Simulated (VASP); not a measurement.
# Bi (C2/m) in VASP: single point with r2SCAN

Aim: the single point of Bi with r2SCAN.

Everything below comes from runs of VASP 6.6.1. Logs are shortened: lines on timing, memory, paths and dates and some standing lists are left out, and cuts for length are marked.

## 1. The cell of the first run

Symmetry: C2/m, No. 12, monoclinic system. Conventional cell: a = 6.720 Å, b = 6.406 Å, c = 3.316 Å, α = 90.00°, β = 98.07°, γ = 90.00°. Bi (site symmetry m) has 6 Bi at 3.03 to 3.73 Å within 4.0 Å.

## 2. Single point, r2SCAN

POSCAR

```
Bi
1.0
    3.3363239979     -3.2031913308      0.3973208581
    3.3363239979      3.2031913308      0.3973208581
   -0.8506207697      0.0000000000      3.2055104401
Bi
2
Direct
    0.2280377164      0.2280377164      0.0576844556
    0.7719622836      0.7719622836      0.9423155444
```

INCAR.step1

```
SYSTEM = Bi
ALGO = Normal
EDIFF = 1E-4
ENCUT = 520
GGA = PE
ISMEAR = 0
LASPH = .True.
LCHARG = .False.
LREAL = .False.
LWAVE = .True.
NBANDS = 22
NELM = 100
PREC = Accurate
SIGMA = 0.1
```

INCAR.step2

```
SYSTEM = Bi
ALGO = Normal
EDIFF = 1E-7
ENCUT = 520
ISIF = 2
ISMEAR = 0
ISTART = 1
LASPH = .True.
LCHARG = .False.
LMIXTAU = .True.
LREAL = .False.
LWAVE = .False.
METAGGA = R2SCAN
NBANDS = 22
NELM = 100
PREC = Accurate
SIGMA = 0.1
```

KPOINTS

```
k-points
0
Gamma
  10 10 14
  0 0 0
```

Potentials or basis: VASP PAW PBE potentials, release 64 (Bi_d).

Started as:

```bash
$ cat potpaw_PBE.64/Bi_d/POTCAR > POTCAR
$ cp INCAR.step1 INCAR
$ mpirun -np 1 vasp_std > vasp.out
$ cp INCAR.step2 INCAR
$ mpirun -np 1 vasp_std > vasp.out
```

OUTCAR:

```text
SYSTEM = Bi
   EDIFF = 1E-7
   ENCUT = 520
   ISIF = 2
   ISMEAR = 0
   ISTART = 1
   LASPH = .True.
   LREAL = .False.
   METAGGA = R2SCAN
   NELM = 100
   PREC = Accurate

 ion  position               nearest neighbor table
   1  0.228  0.228  0.058-   2 3.03   2 3.24   2 3.24   2 3.73
   2  0.772  0.772  0.942-   1 3.03   1 3.24   1 3.24   1 3.73

  LATTYP: Found a base centered monoclinic cell.
 ALAT       =     6.7197981170
 B/A-ratio  =     0.9533593941
 C/A-ratio  =     0.4935344474
 COS(beta)  =    -0.1403875318

  Lattice vectors:

 A1 = (   3.3363239979,  -3.2031913308,   0.3973208581)
 A2 = (   3.3363239979,   3.2031913308,   0.3973208581)
 A3 = (  -0.8506207697,   0.0000000000,   3.2055104401)

Analysis of symmetry for initial positions (statically):
=====================================================================
 Subroutine PRICEL returns:
 Original cell was already a primitive cell.

 Routine SETGRP: Setting up the symmetry group for a
 base centered monoclinic supercell.

 Subroutine GETGRP returns: Found  4 space group operations
 (whereof  4 operations were pure point group operations)
 out of a pool of  4 trial point group operations.

The static configuration has the point symmetry C_2h.

Analysis of symmetry for dynamics (positions and initial velocities):
=====================================================================
 Subroutine PRICEL returns:
 Original cell was already a primitive cell.

 Routine SETGRP: Setting up the symmetry group for a
 base centered monoclinic supercell.

 Subroutine GETGRP returns: Found  4 space group operations
 (whereof  4 operations were pure point group operations)
 out of a pool of  4 trial point group operations.

The dynamic configuration has the point symmetry C_2h.

 Subroutine INISYM returns: Found  4 space group operations
 (whereof  4 operations are pure point group operations),
 and found     1 'primitive' translations

----------------------------------------------------------------------------------------

                                     Primitive cell

  volume of cell :      70.6790

  direct lattice vectors                    reciprocal lattice vectors
     3.336323998 -3.203191331  0.397320858     0.145274601 -0.156094329  0.038550363
     3.336323998  3.203191331  0.397320858     0.145274601  0.156094329  0.038550363
    -0.850620770  0.000000000  3.205510440    -0.036013378  0.000000000  0.302406213

  length of vectors
     4.642128433  4.642128433  3.316451850     0.216693977  0.216693977  0.304543069

  position of ions in fractional coordinates (direct lattice)
     0.228037716  0.228037716  0.057684456
     0.771962284  0.771962284  0.942315544

  ion indices of the primitive-cell ions
   primitive index   ion index
                 1           1
                 2           2

----------------------------------------------------------------------------------------

 KPOINTS: k-points

Automatic generation of k-mesh.
 Grid dimensions read from file:
 generate k-points for:   10   10   14

 Generating k-lattice:

  Cartesian coordinates                     Fractional coordinates (reciprocal lattice)
     0.014527460 -0.015609433  0.003855036     0.100000000  0.000000000  0.000000000
     0.014527460  0.015609433  0.003855036     0.000000000  0.100000000  0.000000000
    -0.002572384  0.000000000  0.021600444     0.000000000  0.000000000  0.071428571

  Length of vectors
     0.021669398  0.021669398  0.021753076

  Shift w.r.t. Gamma in fractional coordinates (k-lattice)
     0.000000000  0.000000000  0.000000000

 Subroutine IBZKPT returns following result:
 ===========================================

 Found    392 irreducible k-points:

 Following reciprocal coordinates:
            Coordinates               Weight
  0.000000  0.000000  0.000000      1.000000
  0.100000 -0.000000  0.000000      4.000000
  0.200000 -0.000000  0.000000      4.000000
  0.300000 -0.000000  0.000000      4.000000
  0.400000  0.000000  0.000000      4.000000
  0.500000 -0.000000  0.000000      2.000000
[... 16 lines left out ...]
  0.300000  0.300000  0.000000      2.000000
  0.400000  0.300000  0.000000      4.000000
 [... further k-points ...]
   k-points           NKPTS =    392   k-points in BZ     NKDIM =    392   number of bands    NBANDS=     22
   number of dos      NEDOS =    301   number of ions     NIONS =      2
   total plane-waves  NPLWV =  36288
   dimension x,y,z NGX =    36 NGY =   36 NGZ =   28
   dimension x,y,z NGXF=    72 NGYF=   72 NGZF=   56
   ions per type =               2
   NGX,Y,Z   is equivalent  to a cutoff of  12.89, 12.89, 14.04 a.u.
   NGXF,Y,Z  is equivalent  to a cutoff of  25.78, 25.78, 28.07 a.u.
 SYSTEM =  Bi
   PREC   = accura    normal or accurate (medium, high low for compatibility)
   ISTART =      1    job   : 0-new  1-cont  2-samecut
   ICHARG =      0    charge: 1-file 2-atom 10-const
   ISPIN  =      1    spin polarized calculation?
   LNONCOLLINEAR =      F non collinear calculations
   LSORBIT =      F    spin-orbit coupling
   LASPH  =      T    aspherical Exc in radial PAW
   ENCUT  =  520.0 eV  38.22 Ry    6.18 a.u.   8.63  8.63  6.17*2*pi/ulx,y,z
   NELM   =    100;   NELMIN=  2; NELMDL=  0     # of ELM steps
   EDIFF  = 0.1E-06   stopping-criterion for ELM
   LREAL  =      F    real-space projection
   EDIFFG = 0.1E-05   stopping-criterion for IOM
   NSW    =      0    number of steps for IOM
   IBRION =     -1    ionic relax: 0-MD 1-quasi-New 2-CG
   NFREE  =      0    steps in history (QN), initial steepest desc. (CG)
   ISIF   =      2    stress and relaxation
   ISYM   =      2    0-nonsym 1-usesym 2-fastsym
   POTIM  = 0.5000    time-step for ionic-motion
   TEBEG  =    0.0;   TEEND  =   0.0 temperature during run
   PSTRESS=    0.0 pullay stress
   NELECT =      30.0000    total number of electrons
   NUPDOWN=      -1.0000    fix difference up-down
   EMIN   =  10.00;   EMAX   =-10.00  energy-range for DOS
   EFERMI =   0.00;   METHOD = LEGACY
   ISMEAR =     0;   SIGMA  =   0.10  broadening in eV -4-tet -1-fermi 0-gaus
   EFERMI_NEDOS =   21; number of points for ismear=-14 and -15
   IALGO  =     38    algorithm
   IMIX   =      4    mixing-type and parameters
     AMIX     =   0.40;   BMIX     =  1.00
     AMIX_MAG =   1.60;   BMIX_MAG =  1.00
  volume/ion in A,a.u.               =      35.34       238.48
  Fermi-wavevector in a.u.,A,eV,Ry     =   1.230321  2.324970 20.595001  1.513690
  Thomas-Fermi vector in A             =   2.365174
   LORBIT       =      0    0 simple, 1 ext, 2 COOP (PROOUT), +10 PAW based schemes
   METAGGA = R2SCAN    functional components
   LHFCALC =     F    Hartree Fock is set to
   AEXX    =    0.0000 exact exchange contribution
   IVDW    =     0    specifies the selected vdW correction
   LEPSILON=     F    determine dielectric tensor
   LRPA    =     F    only Hartree local field effects (RPA)
 non-spin polarized calculation
 Gauss-broadening in eV      SIGMA  =   0.10
  energy-cutoff  :      520.00
  volume of cell :       70.68
 maximum number of plane-waves:      1942
   NGX = 17   NGY = 17   NGZ = 13

 number of electron      30.0000005 magnetization

 Free energy of the ion-electron system (eV)
  ---------------------------------------------------
  ext. energy  EPLUGINS =         0.00000000
  ---------------------------------------------------
  free energy    TOTEN  =      -116.84688980 eV

  energy without entropy =     -116.84163324  energy(sigma->0) =     -116.84426152

 E-fermi :   6.1809     XC(G=0): -10.2067

 val. band max:        6.1736739107   @ k =   0.4000  -0.0000   0.0714
 cond. band min:       6.1816406994   @ k =  -0.4000   0.1000   0.2143
 fundamental gap:      0.0079667888
 Fermi energy:         6.1809461719

 k-point     1 :       0.0000    0.0000    0.0000
  band No.  band energies     occupation
      1     -17.4394      2.00000
      2     -17.4060      2.00000
      3     -17.2906      2.00000
      4     -17.2621      2.00000
      5     -17.1719      2.00000
      6     -17.1681      2.00000
[... 14 lines left out ...]
     21      14.6392      0.00000
     22      15.1228      0.00000

 k-point     2 :       0.1000   -0.0000    0.0000
  band No.  band energies     occupation
      1     -17.4325      2.00000
      2     -17.4039      2.00000
      3     -17.2854      2.00000
      4     -17.2640      2.00000
      5     -17.1699      2.00000
      6     -17.1688      2.00000
[... 14 lines left out ...]
     21      14.8490      0.00000
     22      15.4788      0.00000

 k-point     3 :       0.2000   -0.0000    0.0000
  band No.  band energies     occupation
      1     -17.4145      2.00000
      2     -17.3966      2.00000
      3     -17.2721      2.00000
      4     -17.2683      2.00000
      5     -17.1707      2.00000
      6     -17.1639      2.00000
[... 14 lines left out ...]
     21      15.3853      0.00000
     22      16.6974      0.00000

 k-point     4 :       0.3000   -0.0000    0.0000
  band No.  band energies     occupation
      1     -17.3991      2.00000
      2     -17.3751      2.00000
      3     -17.2784      2.00000
      4     -17.2509      2.00000
      5     -17.1728      2.00000
      6     -17.1547      2.00000
[... 14 lines left out ...]
     21      16.4636      0.00000
     22      16.9991      0.00000

 k-point     5 :       0.4000    0.0000    0.0000
  band No.  band energies     occupation
      1     -17.3920      2.00000
      2     -17.3428      2.00000
      3     -17.2896      2.00000
      4     -17.2347      2.00000
      5     -17.1742      2.00000
      6     -17.1460      2.00000
[... 417 lines left out ...]
 k-point    22 :      -0.2000    0.2000    0.0000
  band No.  band energies     occupation
      1     -17.4129      2.00000
      2     -17.3513      2.00000
      3     -17.3011      2.00000
      4     -17.2461      2.00000
      5     -17.1716      2.00000
      6     -17.1403      2.00000
[... 14 lines left out ...]
     21      14.8397      0.00000
     22      16.3111      0.00000

 k-point    23 :       0.3000    0.3000    0.0000
  band No.  band energies     occupation
      1     -17.4062      2.00000
      2     -17.3887      2.00000
      3     -17.2312      2.00000
      4     -17.2196      2.00000
      5     -17.1785      2.00000
      6     -17.1756      2.00000
[... 14 lines left out ...]
     21      15.7527      0.00000
     22      17.2588      0.00000

 k-point    24 :       0.4000    0.3000    0.0000
  band No.  band energies     occupation
      1     -17.3990      2.00000
      2     -17.3922      2.00000
      3     -17.2168      2.00000
      4     -17.2057      2.00000
      5     -17.1781      2.00000
      6     -17.1738      2.00000
[... 14 lines left out ...]
     21      16.3370      0.00000
     22      16.6674      0.00000

 [... further k-points ...]
[... 5 lines left out ...]
  --------------------------------------------------------------------------------------
  -------------------------------------------------------------------------------------
  Total       -0.0108646     -0.0160371     -0.0178769      0.0000000      0.0000000      0.0113716
  in kB       -0.2462826     -0.3635356     -0.4052410      0.0000000      0.0000000      0.2577760
  external PRESSURE =      -0.3383531 kB  Pullay stress =       0.0000000 kB

 VOLUME and BASIS-vectors are now :
 -----------------------------------------------------------------------------
  energy-cutoff  :      520.00
  volume of cell :       70.68
      direct lattice vectors                 reciprocal lattice vectors
     3.336323998 -3.203191331  0.397320858     0.145274601 -0.156094329  0.038550363
     3.336323998  3.203191331  0.397320858     0.145274601  0.156094329  0.038550363
    -0.850620770  0.000000000  3.205510440    -0.036013378  0.000000000  0.302406213

 POSITION                                       TOTAL-FORCE (eV/Angst)
 -----------------------------------------------------------------------------------
      1.47255      0.00000      0.36612         0.006268      0.000000      0.001473
      4.34948      0.00000      3.63404        -0.006268      0.000000     -0.001473
 -----------------------------------------------------------------------------------
    total drift:                               -0.000000     -0.000000      0.000000

  FREE ENERGIE OF THE ION-ELECTRON SYSTEM (eV)
  ---------------------------------------------------
  free  energy   TOTEN  =      -116.8468897990 eV

  energy  without entropy=     -116.8416332380  energy(sigma->0) =     -116.84426152
```

Run time: 38 min. Hardware: 1 thread of Intel Xeon Platinum 8375C at 2.90GHz (Ice Lake), shared host; peak memory 0.55 GiB.

What came out:

| Item | Value |
| --- | --- |
| Free energy | -116.8469 eV |
| Pressure | 0.0 GPa |
| Largest force | 0.006 eV/Å |
| Band gap on the k mesh | zero (band 15 reaches 10.82 eV, above the bottom of band 16 at 3.61 eV) |

Forces on the atoms (eV/Å):
```
Bi   0.006  0.000  0.001
Bi  -0.006  0.000 -0.001
```

Caveat: the PAW data sets were made with another functional, which shifts forces and pressure a little; spin-orbit coupling is left out, which moves the levels of the heavy elements.
